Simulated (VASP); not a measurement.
# NaCl (R-3m) in VASP: G0W0 quasiparticle levels with PBE

Aim: the G0W0 quasiparticle levels of NaCl with PBE.

All numbers are computed with VASP 6.6.1; they aren't measurements. Logs are shortened: lines on timing, memory, paths and dates and some standing lists are left out, and cuts for length are marked.

## Step 1: The cell of the first run

Symmetry: R-3m, No. 166, trigonal system. Conventional cell: a = 4.043 Å, b = 4.043 Å, c = 9.560 Å, α = 90.00°, β = 90.00°, γ = 120.00°. Within 3.7 Å of Na (site symmetry -3m) lie 6 Cl at 2.83 Å. Cl (site symmetry -3m) has 6 Na at 2.83 Å within 3.7 Å.

## Step 2: G0W0 quasiparticle levels, PBE

POSCAR reads:

```
NaCl
1.0
   -0.0660881072      2.7926646947      2.7926646947
    2.7926646947     -0.0660881072      2.7926646947
    2.7926646947      2.7926646947     -0.0660881072
Na Cl
1 1
Direct
    0.0000000000      0.0000000000      0.0000000000
    0.5000000000      0.5000000000      0.5000000000
```

INCAR.step1 reads:

```
PREC = Accurate
ENCUT = 500
EDIFF = 1E-8
ISMEAR = 0
SIGMA = 0.01
LREAL = F
LASPH = T
NELM = 80
ALGO = Normal
LWAVE = T
LCHARG = F
GGA = PE
```

INCAR.step2 reads:

```
PREC = Accurate
ENCUT = 500
EDIFF = 1E-8
ISMEAR = 0
SIGMA = 0.01
LREAL = F
LASPH = T
NELM = 1
ALGO = Exact
LWAVE = T
LCHARG = F
GGA = PE
NBANDS = 196
LOPTICS = T
ISTART = 1
```

INCAR.step3 reads:

```
PREC = Accurate
ENCUT = 500
EDIFF = 1E-8
ISMEAR = 0
SIGMA = 0.01
LREAL = F
LASPH = T
ALGO = EVGW0
LWAVE = F
LCHARG = F
GGA = PE
NELMGW = 1
NBANDS = 196
ENCUTGW = 150.0
NOMEGA = 96
PRECFOCK = Fast
ISTART = 1
NBANDSGW = 16
OMEGAMAX = 20
```

KPOINTS reads:

```
regular mesh
0
Gamma
  4 4 4
```

Potentials or basis: VASP PAW PBE potentials, release 64 (Na_sv_GW, Cl_GW).

Launch:

```bash
$ cat potpaw_PBE.64/Na_sv_GW/POTCAR potpaw_PBE.64/Cl_GW/POTCAR > POTCAR
$ cp INCAR.step1 INCAR
$ mpirun -np 1 vasp_std > vasp.out
$ cp INCAR.step2 INCAR
$ mpirun -np 1 vasp_std > vasp.out
$ cp INCAR.step3 INCAR
$ mpirun -np 1 vasp_std > vasp.out
```

OUTCAR:

```text
PREC = Accurate
   ENCUT = 500
   EDIFF = 1E-8
   ISMEAR = 0
   LREAL = F
   LASPH = T
   GGA = PE
   NELMGW = 1
   ENCUTGW = 150.0
   PRECFOCK = Fast
   ISTART = 1

 ion  position               nearest neighbor table
   1  0.000  0.000  0.000-
   2  0.500  0.500  0.500-

  LATTYP: Found a trigonal (rhomboedric) cell.
 ALAT       =     3.9499771939
 COS(alpha) =     0.4762017655

  Lattice vectors:

 A1 = (  -0.0660881072,   2.7926646947,   2.7926646947)
 A2 = (   2.7926646947,  -0.0660881072,   2.7926646947)
 A3 = (   2.7926646947,   2.7926646947,  -0.0660881072)

Analysis of symmetry for initial positions (statically):
=====================================================================
 Subroutine PRICEL returns:
 Original cell was already a primitive cell.

 Routine SETGRP: Setting up the symmetry group for a
 trigonal (rhombohedral) supercell.

 Subroutine GETGRP returns: Found 12 space group operations
 (whereof 12 operations were pure point group operations)
 out of a pool of 12 trial point group operations.

The static configuration has the point symmetry D_3d.

Analysis of symmetry for dynamics (positions and initial velocities):
=====================================================================
 Subroutine PRICEL returns:
 Original cell was already a primitive cell.

 Routine SETGRP: Setting up the symmetry group for a
 trigonal (rhombohedral) supercell.

 Subroutine GETGRP returns: Found 12 space group operations
 (whereof 12 operations were pure point group operations)
 out of a pool of 12 trial point group operations.

The dynamic configuration has the point symmetry D_3d.

 Subroutine INISYM returns: Found 12 space group operations
 (whereof 12 operations are pure point group operations),
 and found     1 'primitive' translations

----------------------------------------------------------------------------------------

                                     Primitive cell

  volume of cell :      45.1058

  direct lattice vectors                    reciprocal lattice vectors
    -0.066088107  2.792664695  2.792664695    -0.172807154  0.176995739  0.176995739
     2.792664695 -0.066088107  2.792664695     0.176995739 -0.172807154  0.176995739
     2.792664695  2.792664695 -0.066088107     0.176995739  0.176995739 -0.172807154

  length of vectors
     3.949977194  3.949977194  3.949977194     0.304166559  0.304166559  0.304166559

  position of ions in fractional coordinates (direct lattice)
     0.000000000  0.000000000  0.000000000
     0.500000000  0.500000000  0.500000000

  ion indices of the primitive-cell ions
   primitive index   ion index
                 1           1
                 2           2

----------------------------------------------------------------------------------------

 KPOINTS: regular mesh

Automatic generation of k-mesh.
 Grid dimensions read from file:
 generate k-points for:    4    4    4

 Generating k-lattice:

  Cartesian coordinates                     Fractional coordinates (reciprocal lattice)
    -0.043201788  0.044248935  0.044248935     0.250000000  0.000000000  0.000000000
     0.044248935 -0.043201788  0.044248935     0.000000000  0.250000000  0.000000000
     0.044248935  0.044248935 -0.043201788     0.000000000  0.000000000  0.250000000

  Length of vectors
     0.076041640  0.076041640  0.076041640

  Shift w.r.t. Gamma in fractional coordinates (k-lattice)
     0.000000000  0.000000000  0.000000000

 Subroutine IBZKPT returns following result:
 ===========================================

 Found     13 irreducible k-points:

 Following reciprocal coordinates:
            Coordinates               Weight
  0.000000  0.000000  0.000000      1.000000
  0.250000  0.000000 -0.000000      6.000000
  0.500000  0.000000 -0.000000      3.000000
  0.250000  0.250000  0.000000      6.000000
  0.500000  0.250000  0.000000     12.000000
 -0.250000  0.250000  0.000000      6.000000
  0.500000  0.500000  0.000000      3.000000
  0.250000  0.250000  0.250000      2.000000
  0.500000  0.250000  0.250000      6.000000
 -0.250000  0.250000  0.250000      6.000000
  0.500000  0.500000  0.250000      6.000000
 -0.250000  0.500000  0.250000      6.000000
  0.500000  0.500000  0.500000      1.000000
   k-points           NKPTS =     13   k-points in BZ     NKDIM =     64   number of bands    NBANDS=    196
   number of dos      NEDOS =    301   number of ions     NIONS =      2
   total plane-waves  NPLWV =  27000
   dimension x,y,z NGX =    30 NGY =   30 NGZ =   30
   dimension x,y,z NGXF=    60 NGYF=   60 NGZF=   60
   ions per type =               1   1
   NGX,Y,Z   is equivalent  to a cutoff of  12.63, 12.63, 12.63 a.u.
   NGXF,Y,Z  is equivalent  to a cutoff of  25.25, 25.25, 25.25 a.u.
 SYSTEM =  unknown system
   PREC   = accura    normal or accurate (medium, high low for compatibility)
   ISTART =      1    job   : 0-new  1-cont  2-samecut
   ICHARG =      0    charge: 1-file 2-atom 10-const
   ISPIN  =      1    spin polarized calculation?
   LNONCOLLINEAR =      F non collinear calculations
   LSORBIT =      F    spin-orbit coupling
   LASPH  =      T    aspherical Exc in radial PAW
   ENCUT  =  500.0 eV  36.75 Ry    6.06 a.u.   7.20  7.20  7.20*2*pi/ulx,y,z
   NELM   =     60;   NELMIN=  2; NELMDL=  0     # of ELM steps
   EDIFF  = 0.1E-07   stopping-criterion for ELM
   LREAL  =      F    real-space projection
   EDIFFG = 0.1E-06   stopping-criterion for IOM
   NSW    =      0    number of steps for IOM
   IBRION =     -1    ionic relax: 0-MD 1-quasi-New 2-CG
   NFREE  =      0    steps in history (QN), initial steepest desc. (CG)
   ISIF   =      0    stress and relaxation
   ISYM   =      3    0-nonsym 1-usesym 2-fastsym
   POTIM  = 0.5000    time-step for ionic-motion
   TEBEG  =    0.0;   TEEND  =   0.0 temperature during run
   PSTRESS=    0.0 pullay stress
   NELECT =      16.0000    total number of electrons
   NUPDOWN=      -1.0000    fix difference up-down
   EMIN   =  10.00;   EMAX   =-10.00  energy-range for DOS
   EFERMI =   0.00;   METHOD = LEGACY
   ISMEAR =     0;   SIGMA  =   0.01  broadening in eV -4-tet -1-fermi 0-gaus
   EFERMI_NEDOS =   21; number of points for ismear=-14 and -15
   IALGO  =     38    algorithm
   IMIX   =      4    mixing-type and parameters
     AMIX     =   0.40;   BMIX     =  1.00
     AMIX_MAG =   1.60;   BMIX_MAG =  1.00
  volume/ion in A,a.u.               =      22.55       152.19
  Fermi-wavevector in a.u.,A,eV,Ry     =   1.158877  2.189960 18.272565  1.342996
  Thomas-Fermi vector in A             =   2.295475
   LORBIT       =      0    0 simple, 1 ext, 2 COOP (PROOUT), +10 PAW based schemes
   GGA     = PE    functional components
   LHFCALC =     T    Hartree Fock is set to
   PRECFOCK=fast      Normal, Fast or Accurate (Low or Medium for compatibility)
   ENCUT4O =  -1.0   cutoff for four orbital integrals eV
   NKREDX  =     1    reduce k-point grid by
   NKREDY  =     1    reduce k-point grid by
   NKREDZ  =     1    reduce k-point grid by
   AEXX    =    1.0000 exact exchange contribution
   HFSCREEN=    0.0000 screening length (either q_TF or 0.3 A-1)
   HFSCREENC=   0.0000 screening length for correlation (either q_TF or 0.3 A-1)
   ENCUTFOCK=  -1.0 apply spherical cutoff to Coloumb kernel
   IVDW    =     0    specifies the selected vdW correction
   LEPSILON=     F    determine dielectric tensor
   LRPA    =     F    only Hartree local field effects (RPA)
   LRPAFORCE           =     F    calculate RPA forces
   ENCUTGW             = 150.0    cutoff for response function in eV
   ENCUTGWSOFT         = 120.0    soft cutoff for Coulomb kernel in GW response function in eV
   ENCUTLF             =  -1.0    cutoff for local field effects
   NELMGW              =     1    number of iterations in solving QP/BSE equation
   NELMHF              =     1    number of iterations in the inner HF iteration
   NKREDLFX            =     1    NKREDLFY  =   1   NKREDLFZ  =   1
 non-spin polarized calculation
 Gauss-broadening in eV      SIGMA  =   0.01
  energy-cutoff  :      500.00
  volume of cell :       45.11
 maximum number of plane-waves:      1163
 NGX is ok and might be reduce to    30
  NGX = 16; NGY = 16; NGZ = 16
   NGX = 15   NGY = 15   NGZ = 15
 maximum number of plane-waves:       194

 QP shifts <psi_nk| G(iteration)W_0 |psi_nk>: iteration 1
 for sc-GW calculations column KS-energies equals QP-energies in previous step
 and V_xc(KS)=  KS-energies - (<T + V_ion + V_H > + <T+V_H+V_ion>^1  + <V_x>^1)

 k-point   1 :       0.0000    0.0000    0.0000
  band No.  KS-energies  QP-energies   sigma(KS)   V_xc(KS)     V^pw_x(r,r')   Z            occupation Imag(sigma)

      1     -49.8622     -58.8814     -41.0472     -29.2761     -49.1349       0.7662       2.0000       0.2311
      2     -21.8010     -27.5759     -35.4625     -28.3225     -41.3570       0.8088       2.0000       0.0410
      3     -21.7964     -27.5784     -35.4656     -28.3196     -41.3642       0.8091       2.0000       0.0420
      4     -21.7964     -27.5784     -35.4656     -28.3196     -41.3642       0.8091       2.0000       0.0420
      5     -13.6074     -14.8464     -16.8234     -14.9698     -24.2350       0.6684       2.0000       1.2610
      6      -1.0018      -3.0139     -17.0100     -14.4846     -18.8616       0.7967       2.0000       0.0310
[... 8 lines left out ...]
     15      13.9042      14.1759      -4.8828      -5.2288      -0.9567       0.7852       0.0000      -0.1482
     16      16.0173      16.9982      -7.3873      -8.6274      -3.0776       0.7909       0.0000      -0.2238

 k-point   2 :       0.2500    0.0000   -0.0000
  band No.  KS-energies  QP-energies   sigma(KS)   V_xc(KS)     V^pw_x(r,r')   Z            occupation Imag(sigma)

      1     -49.8618     -58.8879     -41.0478     -29.2771     -49.1355       0.7668       2.0000       0.2311
      2     -21.8111     -27.5599     -35.4031     -28.2665     -41.3051       0.8055       2.0000       0.0517
      3     -21.8011     -27.5728     -35.4575     -28.3166     -41.3530       0.8083       2.0000       0.0418
      4     -21.7968     -27.5774     -35.4636     -28.3175     -41.3619       0.8089       2.0000       0.0421
      5     -13.4517     -14.7035     -17.0409     -15.1927     -24.4050       0.6773       2.0000       1.2099
      6      -2.0634      -4.1952     -15.7415     -13.0413     -17.6709       0.7895       2.0000       0.0353
[... 8 lines left out ...]
     15      14.6789      15.5518      -6.5282      -7.6281      -2.4034       0.7937       0.0000      -0.1716
     16      17.6469      18.4647      -6.6789      -7.6748      -2.2368       0.8211       0.0000      -0.4416

 k-point   3 :       0.5000    0.0000   -0.0000
  band No.  KS-energies  QP-energies   sigma(KS)   V_xc(KS)     V^pw_x(r,r')   Z            occupation Imag(sigma)

      1     -49.8614     -58.8939     -41.0480     -29.2780     -49.1359       0.7674       2.0000       0.2311
      2     -21.8248     -27.5536     -35.3383     -28.2114     -41.2452       0.8038       2.0000       0.0623
      3     -21.8025     -27.5671     -35.4525     -28.3142     -41.3473       0.8076       2.0000       0.0416
      4     -21.7976     -27.5745     -35.4597     -28.3154     -41.3577       0.8086       2.0000       0.0422
      5     -13.2872     -14.5425     -17.2786     -15.4383     -24.5935       0.6821       2.0000       1.1542
      6      -2.8765      -5.1334     -15.1377     -12.2618     -17.2250       0.7847       2.0000       0.0460
[... 174 lines left out ...]
      1     -49.8611     -58.9343     -41.0480     -29.2787     -49.1362       0.7709       2.0000       0.2309
      2     -21.8153     -27.5668     -35.4102     -28.2727     -41.3007       0.8058       2.0000       0.0428
      3     -21.8075     -27.5615     -35.4230     -28.2797     -41.3202       0.8055       2.0000       0.0454
      4     -21.8075     -27.5615     -35.4230     -28.2797     -41.3202       0.8055       2.0000       0.0454
      5     -13.2142     -14.4702     -17.2726     -15.4636     -24.5778       0.6943       2.0000       1.1462
      6      -2.1567      -4.3426     -15.8803     -13.1012     -17.9067       0.7866       2.0000       0.0376
[... 8 lines left out ...]
     15      14.9807      16.4721      -8.4047     -10.2800      -4.1125       0.7953       0.0000      -0.1644
     16      15.7587      17.4969      -9.4151     -11.6349      -4.9155       0.7831       0.0000      -0.1724

 k-point  13 :       0.5000    0.5000    0.5000
  band No.  KS-energies  QP-energies   sigma(KS)   V_xc(KS)     V^pw_x(r,r')   Z            occupation Imag(sigma)

      1     -49.8612     -58.9074     -41.0470     -29.2784     -49.1349       0.7687       2.0000       0.2311
      2     -21.8306     -27.5505     -35.3274     -28.2094     -41.2296       0.8036       2.0000       0.0601
      3     -21.7987     -27.5701     -35.4538     -28.3122     -41.3514       0.8081       2.0000       0.0422
      4     -21.7987     -27.5701     -35.4538     -28.3122     -41.3514       0.8081       2.0000       0.0422
      5     -13.2513     -14.5058     -17.2974     -15.4664     -24.6074       0.6851       2.0000       1.1467
      6      -2.8345      -5.0868     -15.1945     -12.3165     -17.2987       0.7826       2.0000       0.0468
[... 8 lines left out ...]
     15      14.9454      16.6846      -9.2192     -11.4028      -4.9185       0.7964       0.0000      -0.1262
     16      16.2914      17.1447      -6.2473      -7.3017      -2.0532       0.8092       0.0000      -0.2323
```

Run time: 5.8 min. Hardware: 1 thread of Intel Xeon 8259CL, shared host; peak memory 0.57 GiB.

What came out:

```yaml
Quasiparticle_gap: 7.86 eV
Least_direct_quasiparticle_gap: 7.86 eV
Band_gap_of_the_starting_levels_on_the_mesh: 5.00 eV
Least_direct_gap_of_the_starting_levels_on_the_mesh: 5.00 eV
```

Caveat: the k points lie up to 0.48 Å⁻¹ apart; bands, screening cutoff and mesh are small and nothing is extrapolated, so the quasiparticle values aren't converged.
